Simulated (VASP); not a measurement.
Here is a VASP 6.6.1 calculation.

Contents of INCAR:

```
SYSTEM = HgTe
PREC = Accurate
ENCUT = 520
EDIFF = 1E-6
ISMEAR = -1
SIGMA = 0.02
LREAL = .False.
LASPH = .True.
NELM = 80
ALGO = Normal
ISIF = 2
LWAVE = .False.
LCHARG = .True.
GGA = PS
LELF = .True.
LVHAR = .True.
NBANDS = 26
```

File KPOINTS:

```
regular mesh
0
Gamma
  6 6 4
  0 0 0
```

Contents of POSCAR:

```
HgTe
1.0
    4.5988005572      0.0000000000      0.0000000000
   -2.2994002786      3.9826781095      0.0000000000
    0.0000000000      0.0000000000      7.5443013310
Hg Te
2 2
Direct
    0.3333333333      0.6666666667      0.0003271135
    0.6666666667      0.3333333333      0.5003271135
    0.3333333333      0.6666666667      0.3746728865
    0.6666666667      0.3333333333      0.8746728865
```

Potentials or basis: VASP PAW PBE potentials, release 64 (Hg, Te).

Launch:

```bash
$ cat potpaw_PBE.64/Hg/POTCAR potpaw_PBE.64/Te/POTCAR > POTCAR
$ mpirun -np 1 vasp_std > vasp.out
```

**Question.** Estimate the band gap on the k mesh.

**Answer.** Zero (filled and empty bands touch).

**Question.** Predict the pressure.

**Answer.** 0.1 GPa.

Caveat: the structure was generated, so it needn't be the stable form of HgTe; semilocal functionals underestimate gaps, and a narrow one can read as zero; the PAW data sets were made with another functional, which shifts forces and pressure a little; spin-orbit coupling is left out, which moves the levels of the heavy elements.
